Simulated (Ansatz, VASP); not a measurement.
# Two plane-wave programs on MgO2

File INCAR:

```
SYSTEM = MgO2
ALGO = Normal
EDIFF = 1E-6
ENCUT = 750
GGA_COMPAT = .FALSE.
ISIF = 2
ISMEAR = 0
LASPH = .TRUE.
LCHARG = .TRUE.
LELF = .TRUE.
LREAL = .FALSE.
LVHAR = .TRUE.
LWAVE = .FALSE.
NBANDS = 18
NELM = 120
PREC = Accurate
SIGMA = 0.1
```

KPOINTS

```
k-points
0
G
  6 6 6
  0 0 0
```

The input POSCAR:

```
MgO2
1.0
    1.6047610160      0.9265092046      3.4939788749
   -1.6047610160      0.9265092046      3.4939788749
    0.0000000000     -1.8530184092      3.4939788749
Mg O
1 2
Direct
    0.0000000000      0.0000000000      0.0000000000
    0.4287860000      0.4287860000      0.4287860000
    0.5712140000      0.5712140000      0.5712140000
```

Input for Ansatz:

```yaml
crystal:
  lattice:
    - [1.604761016, 0.9265092046, 3.4939788749]
    - [-1.604761016, 0.9265092046, 3.4939788749]
    - [0.0, -1.8530184092, 3.4939788749]
  atoms:
    - { symbol: Mg, position: [0.0, 0.0, 0.0] }
    - { symbol: O, position: [0.428786, 0.428786, 0.428786] }
    - { symbol: O, position: [0.571214, 0.571214, 0.571214] }
basis:
  ecutwfc: 420
kpoints:
  mp_grid: { grid: [6, 6, 6] }
hamiltonian:
  xc: lda
scf:
  occupations: { method: gaussian, width: 0.1 }
output:
  forces: true
  stress: true
  eigenvalues: true
```

Alike in both runs: task single point; functional LDA; k mesh 6 × 6 × 6; occupations gaussian, width 0.1 eV; no spin polarisation.

|  | VASP | Ansatz |
| --- | --- | --- |
| version | VASP 6.6.1 | Ansatz 0.2.0 |
| potentials or method | VASP PAW LDA potentials, release 64 (Mg_sv, O), cutoff 750 eV | scalar-relativistic, plane waves, PAW |
| valence electrons in the cell | 22 | 22 |

```csv
,VASP,Ansatz,Ansatz less VASP
gap on the k mesh at the Fermi level (eV),2.16,2.19,+0.027
least direct gap on the mesh (eV),2.16,2.19,+0.027
pressure (GPa),-9.9,-10.1,-0.26
"traceless stress, the component that is largest in VASP (GPa)",-2.07,-3.10,-1.036
rms of the force components (eV/Å),0.132,0.212,+0.0808
```

LDA's correlation is that of Perdew and Zunger in VASP and of Perdew and Wang (1992) in Ansatz. Atom by atom the forces differ by 0.081 eV/Å (rms over components).
